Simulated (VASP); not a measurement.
# MgBPS4 (F-43m) in VASP: notebook

Runs on MgBPS4. Level: PBE. Tasks: single point, relaxation of cell and atoms.

All numbers are computed with VASP 6.6.1; they aren't measurements. Logs are shortened: lines on timing, memory, paths and dates and some standing lists are left out, and cuts for length are marked.

## (1) The cell of the first run

It takes space group F-43m (No. 216, cubic). The conventional cell has a = 9.310 Å, b = 9.310 Å, c = 9.310 Å, α = 90.00°, β = 90.00°, γ = 90.00°. Within 5.1 Å of Mg (site symmetry -43m) lie 12 S at 3.88 Å and 4 P at 4.03 Å and 6 B at 4.66 Å. B (site symmetry -43m) has 4 S at 1.93 Å within 2.6 Å. P (site symmetry -43m) has 4 S at 2.10 Å within 2.8 Å. S (site symmetry 3m) has 1 B at 1.93 Å and 1 P at 2.10 Å within 2.6 Å.

The cell was generated, and may not be a known phase.

## (2) Single point, PBE

Input file INCAR:

```
SYSTEM = MgBPS4
PREC = Accurate
ENCUT = 520
EDIFF = 1E-7
ISMEAR = 0
SIGMA = 0.1
LREAL = .FALSE.
LASPH = .TRUE.
NELM = 100
ALGO = Normal
ISIF = 2
LWAVE = .FALSE.
LCHARG = .FALSE.
GGA = PE
NBANDS = 26
```

Input file KPOINTS:

```
Automatic mesh
0
G
  4 4 4
  0 0 0
```

Input file POSCAR:

```
MgBPS4
1.0
    0.0000000000      4.6551282510      4.6551282510
    4.6551282510      0.0000000000      4.6551282510
    4.6551282510      4.6551282510      0.0000000000
Mg B P S
1 1 1 4
Direct
    0.7500000000      0.7500000000      0.7500000000
    0.2500000000      0.2500000000      0.2500000000
    0.5000000000      0.5000000000      0.5000000000
    0.3695798860      0.8912603421      0.3695798860
    0.3695798860      0.3695798860      0.3695798860
    0.8912603421      0.3695798860      0.3695798860
    0.3695798860      0.3695798860      0.8912603421
```

Potentials or basis: VASP PAW PBE potentials, release 64 (Mg, B, P, S).

Run with:

```console
$ cat potpaw_PBE.64/Mg/POTCAR potpaw_PBE.64/B/POTCAR potpaw_PBE.64/P/POTCAR potpaw_PBE.64/S/POTCAR > POTCAR
$ mpirun -np 1 vasp_std > vasp.out
```

OUTCAR:

```text
SYSTEM = MgBPS4
   PREC = Accurate
   ENCUT = 520
   EDIFF = 1E-7
   ISMEAR = 0
   LREAL = .FALSE.
   LASPH = .TRUE.
   NELM = 100
   ISIF = 2
   GGA = PE

 ion  position               nearest neighbor table
   1  0.750  0.750  0.750-
   2  0.250  0.250  0.250-   4 1.93   6 1.93   7 1.93   5 1.93
   3  0.500  0.500  0.500-   5 2.10   4 2.10   6 2.10   7 2.10
   4  0.370  0.891  0.370-   2 1.93   3 2.10
   5  0.370  0.370  0.370-   2 1.93   3 2.10
   6  0.891  0.370  0.370-   2 1.93   3 2.10
   7  0.370  0.370  0.891-   2 1.93   3 2.10

  LATTYP: Found a face centered cubic cell.
 ALAT       =     9.3102565020

  Lattice vectors:

 A1 = (   0.0000000000,   4.6551282510,   4.6551282510)
 A2 = (   4.6551282510,   0.0000000000,   4.6551282510)
 A3 = (   4.6551282510,   4.6551282510,   0.0000000000)

Analysis of symmetry for initial positions (statically):
=====================================================================
 Subroutine PRICEL returns:
 Original cell was already a primitive cell.

 Routine SETGRP: Setting up the symmetry group for a
 face centered cubic supercell.

 Subroutine GETGRP returns: Found 24 space group operations
 (whereof 24 operations were pure point group operations)
 out of a pool of 48 trial point group operations.

The static configuration has the point symmetry T_d .

Analysis of symmetry for dynamics (positions and initial velocities):
=====================================================================
 Subroutine PRICEL returns:
 Original cell was already a primitive cell.

 Routine SETGRP: Setting up the symmetry group for a
 face centered cubic supercell.

 Subroutine GETGRP returns: Found 24 space group operations
 (whereof 24 operations were pure point group operations)
 out of a pool of 48 trial point group operations.

The dynamic configuration has the point symmetry T_d .

 Subroutine INISYM returns: Found 24 space group operations
 (whereof 24 operations are pure point group operations),
 and found     1 'primitive' translations

----------------------------------------------------------------------------------------

                                     Primitive cell

  volume of cell :     201.7553

  direct lattice vectors                    reciprocal lattice vectors
     0.000000000  4.655128251  4.655128251    -0.107408426  0.107408426  0.107408426
     4.655128251  0.000000000  4.655128251     0.107408426 -0.107408426  0.107408426
     4.655128251  4.655128251  0.000000000     0.107408426  0.107408426 -0.107408426

  length of vectors
     6.583345507  6.583345507  6.583345507     0.186036852  0.186036852  0.186036852

  position of ions in fractional coordinates (direct lattice)
     0.750000000  0.750000000  0.750000000
     0.250000000  0.250000000  0.250000000
     0.500000000  0.500000000  0.500000000
     0.369579886  0.891260342  0.369579886
     0.369579886  0.369579886  0.369579886
     0.891260342  0.369579886  0.369579886
     0.369579886  0.369579886  0.891260342

  ion indices of the primitive-cell ions
   primitive index   ion index
                 1           1
                 2           2
                 3           3
                 4           4
                 5           5
                 6           6
                 7           7

----------------------------------------------------------------------------------------

 KPOINTS: Automatic mesh

Automatic generation of k-mesh.
 Grid dimensions read from file:
 generate k-points for:    4    4    4

 Generating k-lattice:

  Cartesian coordinates                     Fractional coordinates (reciprocal lattice)
    -0.026852107  0.026852107  0.026852107     0.250000000  0.000000000  0.000000000
     0.026852107 -0.026852107  0.026852107     0.000000000  0.250000000  0.000000000
     0.026852107  0.026852107 -0.026852107     0.000000000  0.000000000  0.250000000

  Length of vectors
     0.046509213  0.046509213  0.046509213

  Shift w.r.t. Gamma in fractional coordinates (k-lattice)
     0.000000000  0.000000000  0.000000000

 Subroutine IBZKPT returns following result:
 ===========================================

 Found      8 irreducible k-points:

 Following reciprocal coordinates:
            Coordinates               Weight
  0.000000  0.000000  0.000000      1.000000
  0.250000  0.000000  0.000000      8.000000
  0.500000  0.000000  0.000000      4.000000
  0.250000  0.250000  0.000000      6.000000
  0.500000  0.250000  0.000000     24.000000
 -0.250000  0.250000  0.000000     12.000000
  0.500000  0.500000  0.000000      3.000000
 -0.250000  0.500000  0.250000      6.000000
   k-points           NKPTS =      8   k-points in BZ     NKDIM =      8   number of bands    NBANDS=     26
   number of dos      NEDOS =    301   number of ions     NIONS =      7
   total plane-waves  NPLWV = 125000
   dimension x,y,z NGX =    50 NGY =   50 NGZ =   50
   dimension x,y,z NGXF=   100 NGYF=  100 NGZF=  100
   ions per type =               1   1   1   4
   NGX,Y,Z   is equivalent  to a cutoff of  12.63, 12.63, 12.63 a.u.
   NGXF,Y,Z  is equivalent  to a cutoff of  25.25, 25.25, 25.25 a.u.
 SYSTEM =  MgBPS4
   PREC   = accura    normal or accurate (medium, high low for compatibility)
   ISTART =      0    job   : 0-new  1-cont  2-samecut
   ICHARG =      2    charge: 1-file 2-atom 10-const
   ISPIN  =      1    spin polarized calculation?
   LNONCOLLINEAR =      F non collinear calculations
   LSORBIT =      F    spin-orbit coupling
   LASPH  =      T    aspherical Exc in radial PAW
   ENCUT  =  520.0 eV  38.22 Ry    6.18 a.u.  12.24 12.24 12.24*2*pi/ulx,y,z
   NELM   =    100;   NELMIN=  2; NELMDL= -5     # of ELM steps
   EDIFF  = 0.1E-06   stopping-criterion for ELM
   LREAL  =      F    real-space projection
   EDIFFG = 0.1E-05   stopping-criterion for IOM
   NSW    =      0    number of steps for IOM
   IBRION =     -1    ionic relax: 0-MD 1-quasi-New 2-CG
   NFREE  =      0    steps in history (QN), initial steepest desc. (CG)
   ISIF   =      2    stress and relaxation
   ISYM   =      2    0-nonsym 1-usesym 2-fastsym
   POTIM  = 0.5000    time-step for ionic-motion
   TEBEG  =    0.0;   TEEND  =   0.0 temperature during run
   PSTRESS=    0.0 pullay stress
   NELECT =      34.0000    total number of electrons
   NUPDOWN=      -1.0000    fix difference up-down
   EMIN   =  10.00;   EMAX   =-10.00  energy-range for DOS
   EFERMI =   0.00;   METHOD = LEGACY
   ISMEAR =     0;   SIGMA  =   0.10  broadening in eV -4-tet -1-fermi 0-gaus
   EFERMI_NEDOS =   21; number of points for ismear=-14 and -15
   IALGO  =     38    algorithm
   IMIX   =      4    mixing-type and parameters
     AMIX     =   0.40;   BMIX     =  1.00
     AMIX_MAG =   1.60;   BMIX_MAG =  1.00
  volume/ion in A,a.u.               =      28.82       194.50
  Fermi-wavevector in a.u.,A,eV,Ry     =   0.904259  1.708802 11.125270  0.817684
  Thomas-Fermi vector in A             =   2.027684
   LORBIT       =      0    0 simple, 1 ext, 2 COOP (PROOUT), +10 PAW based schemes
   GGA     = PE    functional components
   LHFCALC =     F    Hartree Fock is set to
   AEXX    =    0.0000 exact exchange contribution
   IVDW    =     0    specifies the selected vdW correction
   LEPSILON=     F    determine dielectric tensor
   LRPA    =     F    only Hartree local field effects (RPA)
 non-spin polarized calculation
 Gauss-broadening in eV      SIGMA  =   0.10
  energy-cutoff  :      520.00
  volume of cell :      201.76
 maximum number of plane-waves:      5521
 NGX is ok and might be reduce to    50
   NGX = 25   NGY = 25   NGZ = 25

 number of electron      34.0000001 magnetization

 Free energy of the ion-electron system (eV)
  ---------------------------------------------------
  ext. energy  EPLUGINS =         0.00000000
  ---------------------------------------------------
  free energy    TOTEN  =       -27.07316609 eV

  energy without entropy =      -27.05704247  energy(sigma->0) =      -27.06510428

 E-fermi :   1.1621     XC(G=0):  -7.2574

 val. band max:        1.1544297507   @ k =   0.2500   0.0000   0.0000
 cond. band min:       1.2061302379   @ k =   0.5000   0.5000   0.0000
 fundamental gap:      0.0517004873
 Fermi energy:         1.1620973457

 k-point     1 :       0.0000    0.0000    0.0000
  band No.  band energies     occupation
      1     -14.4725      2.00000
      2     -11.4913      2.00000
      3     -11.4913      2.00000
      4     -11.4913      2.00000
      5     -10.6726      2.00000
      6      -5.3243      2.00000
[... 18 lines left out ...]
     25       7.1572      0.00000
     26       7.7727      0.00000

 k-point     2 :       0.2500    0.0000    0.0000
  band No.  band energies     occupation
      1     -14.3517      2.00000
      2     -12.2581      2.00000
      3     -11.4988      2.00000
      4     -11.4988      2.00000
      5      -9.7117      2.00000
      6      -5.7603      2.00000
[... 18 lines left out ...]
     25       6.9041      0.00000
     26       8.0171      0.00000

 k-point     3 :       0.5000    0.0000    0.0000
  band No.  band energies     occupation
      1     -14.1897      2.00000
      2     -12.7421      2.00000
      3     -11.5062      2.00000
      4     -11.5062      2.00000
      5      -8.9513      2.00000
      6      -6.3078      2.00000
[... 18 lines left out ...]
     25       6.2387      0.00000
     26       7.9668      0.00000

 k-point     4 :       0.2500    0.2500    0.0000
  band No.  band energies     occupation
      1     -14.3042      2.00000
      2     -12.4224      2.00000
      3     -11.5070      2.00000
      4     -11.5070      2.00000
      5      -9.4470      2.00000
      6      -6.0329      2.00000
[... 18 lines left out ...]
     25       7.2040      0.00000
     26       7.5838      0.00000

 k-point     5 :       0.5000    0.2500    0.0000
  band No.  band energies     occupation
      1     -14.1197      2.00000
      2     -12.8905      2.00000
      3     -11.5200      2.00000
      4     -11.5144      2.00000
      5      -8.5944      2.00000
      6      -6.7315      2.00000
[... 18 lines left out ...]
     25       6.4400      0.00000
     26       7.1745      0.00000

 k-point     6 :      -0.2500    0.2500    0.0000
  band No.  band energies     occupation
      1     -14.1905      2.00000
      2     -12.7363      2.00000
      3     -11.5185      2.00000
      4     -11.5062      2.00000
      5      -8.9209      2.00000
      6      -6.4183      2.00000
[... 18 lines left out ...]
     25       6.5627      0.00000
     26       7.0401      0.00000

 k-point     7 :       0.5000    0.5000    0.0000
  band No.  band energies     occupation
      1     -14.0323      2.00000
      2     -13.0537      2.00000
      3     -11.5225      2.00000
      4     -11.5225      2.00000
      5      -8.1017      2.00000
      6      -7.2292      2.00000
[... 18 lines left out ...]
     25       6.6797      0.00000
     26       7.2221      0.00000

 k-point     8 :      -0.2500    0.5000    0.2500
  band No.  band energies     occupation
      1     -14.0323      2.00000
      2     -13.0534      2.00000
      3     -11.5234      2.00000
      4     -11.5229      2.00000
      5      -8.0986      2.00000
      6      -7.2210      2.00000
[... 18 lines left out ...]
     25       6.3299      0.00000
     26       6.7907      0.00000

------------------------ aborting loop because EDIFF is reached ----------------------------------------

  FORCE on cell =-STRESS in cart. coord.  units (eV):
  Direction    XX          YY          ZZ          XY          YZ          ZX
  --------------------------------------------------------------------------------------
  -------------------------------------------------------------------------------------
  Total        0.0445290      0.0445290      0.0445290      0.0000000      0.0000000      0.0000000
  in kB        0.3536131      0.3536131      0.3536131      0.0000000      0.0000000      0.0000000
  external PRESSURE =       0.3536131 kB  Pullay stress =       0.0000000 kB

 VOLUME and BASIS-vectors are now :
 -----------------------------------------------------------------------------
  energy-cutoff  :      520.00
  volume of cell :      201.76
      direct lattice vectors                 reciprocal lattice vectors
     0.000000000  4.655128251  4.655128251    -0.107408426  0.107408426  0.107408426
     4.655128251  0.000000000  4.655128251     0.107408426 -0.107408426  0.107408426
     4.655128251  4.655128251  0.000000000     0.107408426  0.107408426 -0.107408426

 POSITION                                       TOTAL-FORCE (eV/Angst)
 -----------------------------------------------------------------------------------
      6.98269      6.98269      6.98269         0.000000      0.000000      0.000000
      2.32756      2.32756      2.32756         0.000000      0.000000      0.000000
      4.65513      4.65513      4.65513         0.000000      0.000000      0.000000
      5.86937      3.44088      5.86937         0.013364     -0.013364      0.013364
      3.44088      3.44088      3.44088        -0.013364     -0.013364     -0.013364
      3.44088      5.86937      5.86937        -0.013364      0.013364      0.013364
      5.86937      5.86937      3.44088         0.013364      0.013364     -0.013364
 -----------------------------------------------------------------------------------
    total drift:                               -0.000001     -0.000001     -0.000001

  FREE ENERGIE OF THE ION-ELECTRON SYSTEM (eV)
  ---------------------------------------------------
  free  energy   TOTEN  =       -27.0731660941 eV

  energy  without entropy=      -27.0570424708  energy(sigma->0) =      -27.06510428
```

Run time: 2.4 min. Hardware: 1 thread of AMD EPYC 7R13, shared host; peak memory 0.33 GiB.

Results:

```
Free energy            : -27.0732 eV
Pressure               : 0.0 GPa
Largest force          : 0.023 eV/Å
Band gap on the k mesh : zero (bands 17 and 18 overlap by 0.32 eV)
```

Forces in eV/Å, atoms in the order of the input:
```
Mg   0.000  0.000  0.000
B    0.000  0.000  0.000
P    0.000  0.000  0.000
S    0.013 -0.013  0.013
S   -0.013 -0.013 -0.013
S   -0.013  0.013  0.013
S    0.013  0.013 -0.013
```

Levels at points of the mesh, in eV from the Fermi level:
```
           k point  band 15  band 16  band 17  band 18  band 19  band 20
(0.00, 0.00, 0.00)    -0.40    -0.14    -0.14    -0.14     0.97     0.97
(0.50, 0.00, 0.00)    -0.98    -0.98    -0.13    -0.04     2.28     2.28
(0.50, 0.50, 0.00)    -0.66    -0.66     0.04     0.08     1.27     2.97
```

Caveat: semilocal functionals underestimate gaps, and a narrow one can read as zero.

[end of part 1 of 3]

The gap in the log of VASP goes by the Fermi energy; the results here count the filled bands.